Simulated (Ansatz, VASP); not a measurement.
TePb in VASP and in Ansatz

Contents of INCAR:

```
PREC     = Accurate       # precision mode
ENCUT    = 520            # plane-wave cutoff, eV
EDIFF    = 1E-6           # SCF threshold, eV
ISMEAR   = -1             # smearing method
SIGMA    = 0.02           # smearing width, eV
LREAL    = F              # projectors in reciprocal space
LASPH    = T              # aspherical terms in the spheres
NELM     = 60             # most SCF steps
ALGO     = Normal         # electronic algorithm
ISIF     = 2              # what is computed and relaxed
LWAVE    = F              # write WAVECAR
LCHARG   = T              # write CHGCAR
GGA      = PE             # functional
LELF     = T              # ELF
LVHAR    = T            
NBANDS   = 17             # bands
```

KPOINTS

```
regular mesh
0
Gamma
  8 8 8
```

Contents of POSCAR:

```
TePb
1.0
    0.0000000000      3.3005152173      3.3005152173
    3.3005152173      0.0000000000      3.3005152173
    3.3005152173      3.3005152173      0.0000000000
Pb Te
1 1
Direct
    0.0000000000      0.0000000000      0.0000000000
    0.5000000000      0.5000000000      0.5000000000
```

Input for Ansatz:

```yaml
crystal:
  lattice:
    - [0.0, 3.3005152173, 3.3005152173]
    - [3.3005152173, 0.0, 3.3005152173]
    - [3.3005152173, 3.3005152173, 0.0]
  atoms:
    - { symbol: Pb, position: [0.0, 0.0, 0.0] }
    - { symbol: Te, position: [0.5, 0.5, 0.5] }
kpoints:
  mp_grid: { grid: [8, 8, 8] }
  band_path:
    path:
      - [0.0, 0.0, 0.0]
      - [0.5, 0.0, 0.5]
      - [0.625, 0.25, 0.625]
      - [0.375, 0.375, 0.75]
      - [0.5, 0.5, 0.5]
      - [0.5, 0.25, 0.75]
      - [0.0, 0.0, 0.5]
    npoints: 1
hamiltonian:
  xc: pbe
scf:
  occupations: { method: fermi_dirac, width: 0.02 }
  n_extra_bands: 4
output:
  forces: true
  stress: true
  eigenvalues: true
```

Change from the starting cell: hydrostatic strain +1.0%.

Alike in both runs: task single point; functional PBE; k mesh 8 × 8 × 8; occupations fermi-dirac, width 0.02 eV; no spin polarisation.

```csv
,VASP,Ansatz
version,VASP 6.6.1,Ansatz 0.2.0
potentials or method,"VASP PAW PBE potentials, release 64 (Pb_d, Te)","plane waves, PAW"
plane-wave cutoff (eV),520,420
valence electrons in the cell,20,30
```

VASP gave:

| Quantity | Value |
| --- | --- |
| gap on the k mesh at the Fermi level (eV) | 0.86 |
| pressure (GPa) | -0.6 |

Problem. Estimate Ansatz's values.

Solution. gap on the k mesh at the Fermi level (eV): 0.85; pressure (GPa): -0.5.

The functional is the same, so the differences come from potentials, cutoffs and numerics. VASP's potentials hold 20 valence electrons a cell and Ansatz's 30, so a difference there can come from the potentials and not from the codes.

Neither program's run includes spin-orbit coupling.
